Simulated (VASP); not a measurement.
In2O3, 5 atoms in the cell. The structure is trigonal, space group P-3m1 (No. 164). Conventional cell: a = 3.420 Å, b = 3.420 Å, c = 6.096 Å, α = 90.00°, β = 90.00°, γ = 120.00°. Within 2.8 Å of In (site symmetry 3m) lie 7 O at 2.08 to 2.54 Å. O (site symmetry -3m) has 6 In at 2.45 Å and 6 O at 2.89 Å within 3.2 Å. O (site symmetry 3m) has 4 In at 2.08 to 2.54 Å and 6 O at 2.73 to 2.89 Å within 2.9 Å. 

* Program: VASP 6.6.1
* Task: single point
* Functional: r2SCAN
* Potentials or basis: VASP PAW PBE potentials, release 64 (In_d, O)
* Cutoff: 520 eV
* k mesh: 12 × 12 × 4
* Occupations: gaussian, width 0.01 eV
* Spin: no spin polarisation
* Dipole correction: no
* Further INCAR settings: ALGO = Normal; EDIFF = 1e-06; NBANDS = 30

Potentials or basis: VASP PAW PBE potentials, release 64 (In_d, O).

The run is started by

```bash
$ cat potpaw_PBE.64/In_d/POTCAR potpaw_PBE.64/O/POTCAR > POTCAR
$ cp INCAR.step1 INCAR
$ mpirun -np 1 vasp_std > vasp.out
$ cp INCAR.step2 INCAR
$ mpirun -np 1 vasp_std > vasp.out
```

Hardware: 1 thread of Intel Xeon 8259CL (shared host).

Estimate the wall time of this run.

Wall time 9.9 min on 1 thread of Intel Xeon 8259CL, with other jobs on the host, peak memory 0.27 GiB. Counts: k points 69.
